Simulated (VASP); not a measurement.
Input of a VASP 6.6.1 run:

Contents of INCAR:

```
SYSTEM = CS3
  PREC = Accurate
  ENCUT = 910
  EDIFF = 1E-6
  ISMEAR = 0
  SIGMA = 0.1
  LREAL = .FALSE.
  LASPH = .TRUE.
  NELM = 120
  ALGO = Normal
  ISIF = 2
  LWAVE = .FALSE.
  LCHARG = .TRUE.
  GGA = PE
  IVDW = 12
  LELF = .TRUE.
  LVHAR = .TRUE.
  NBANDS = 32
  GGA_COMPAT = .FALSE.
```

Contents of KPOINTS:

```
Automatic mesh
0
G
  6 4 2
  0 0 0
```

File POSCAR:

```
CS3
1.0
    3.4670096472      0.0000000000      0.0000000000
    0.0000000000      5.4386257403      0.0000000000
   -1.0409915404      0.0000000000      7.9396028351
C S
2 6
Direct
    0.2644929506      0.2511130508      0.9752790057
    0.2644929506      0.7488869492      0.9752790057
    0.2013600309      0.7486005405      0.1781104796
    0.2013600309      0.2513994595      0.1781104796
    0.7260719241      0.6790949204      0.4968205769
    0.7260719241      0.3209050796      0.4968205769
    0.4011163706      0.5000000000      0.8610263606
    0.2110817211      0.0000000000      0.8384882086
```

Potentials or basis: VASP PAW PBE potentials, release 64 (C_h, S).

Launch:

```console
$ cat potpaw_PBE.64/C_h/POTCAR potpaw_PBE.64/S/POTCAR > POTCAR
$ mpirun -np 1 vasp_std > vasp.out
```

Estimate the dispersion energy per atom.

-0.249 eV.

What does it give for the largest force?

0.393 eV/Å.

Estimate the band gap on the k mesh.

zero (bands 22 and 23 overlap by 1.24 eV).

Estimate the pressure.

-0.8 GPa.

Forces on the atoms (eV/Å):
```
C   -0.027  0.016  0.075
C   -0.027 -0.016  0.075
S    0.039 -0.028 -0.213
S    0.039  0.028 -0.213
S    0.013 -0.393 -0.002
S    0.013  0.393 -0.002
S   -0.055  0.000  0.131
S    0.004  0.000  0.151
```

Caveat: the k points lie up to 0.40 Å⁻¹ apart, too coarse for converged energies and pressures of a metal.
